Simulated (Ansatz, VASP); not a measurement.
Te2Mo in VASP and in Ansatz

Contents of INCAR:

```
  ALGO = Normal
  EDIFF = 1E-7
  ENCUT = 520
  GGA = PE
  ISIF = 2
  ISMEAR = 0
  LASPH = True
  LCHARG = False
  LREAL = False
  LWAVE = False
  NBANDS = 35
  NELM = 80
  PREC = Accurate
  SIGMA = 0.01
```

The input KPOINTS:

```
k-points
0
Gamma
  6 6 2
```

Contents of POSCAR:

```
Te2Mo
1.0
    3.5421276173      0.0000000000      0.0000000000
   -1.7710638086      3.0675725001      0.0000000000
    0.0000000000      0.0000000000     14.1766429953
Te Mo
4 2
Direct
    0.3333333333      0.6666666667      0.6234149345
    0.6666666667      0.3333333333      0.1234149345
    0.3333333333      0.6666666667      0.8765850655
    0.6666666667      0.3333333333      0.3765850655
    0.3333333333      0.6666666667      0.2500000000
    0.6666666667      0.3333333333      0.7500000000
```

Input for Ansatz:

```yaml
crystal:
  lattice:
    - [3.5421276173, 0.0, 0.0]
    - [-1.7710638086, 3.0675725001, 0.0]
    - [0.0, 0.0, 14.1766429953]
  atoms:
    - { symbol: Te, position: [0.3333333333, 0.6666666667, 0.6234149345] }
    - { symbol: Te, position: [0.6666666667, 0.3333333333, 0.1234149345] }
    - { symbol: Te, position: [0.3333333333, 0.6666666667, 0.8765850655] }
    - { symbol: Te, position: [0.6666666667, 0.3333333333, 0.3765850655] }
    - { symbol: Mo, position: [0.3333333333, 0.6666666667, 0.25] }
    - { symbol: Mo, position: [0.6666666667, 0.3333333333, 0.75] }
kpoints:
  mp_grid: { grid: [6, 6, 2] }
hamiltonian:
  xc: pbe
scf:
  occupations: { method: fixed }
output:
  optics:
    e_range: [0, 12]
    de: 0.05
    sigma: 0.1
    bands: { spectra_wanted_up_to: 12 }
```

Alike in both runs: task single point; functional PBE; k mesh 6 × 6 × 2; no spin polarisation.

|  | VASP | Ansatz |
| --- | --- | --- |
| version | VASP 6.6.1 | Ansatz 0.2.0 |
| potentials or method | VASP PAW PBE potentials, release 64 (Te, Mo_sv) | plane waves, PAW |
| plane-wave cutoff (eV) | 520 | 420 |
| occupations | gaussian, width 0.01 eV | fixed |
| valence electrons in the cell | 52 | 92 |

|  | VASP | Ansatz | Ansatz less VASP |
| --- | --- | --- | --- |
| gap on the k mesh at the Fermi level (eV) | 0.88 | 0.88 | +0.003 |

VASP's potentials hold 52 valence electrons a cell and Ansatz's 92, so a difference there can come from the potentials and not from the codes.

Spin-orbit coupling is off throughout.
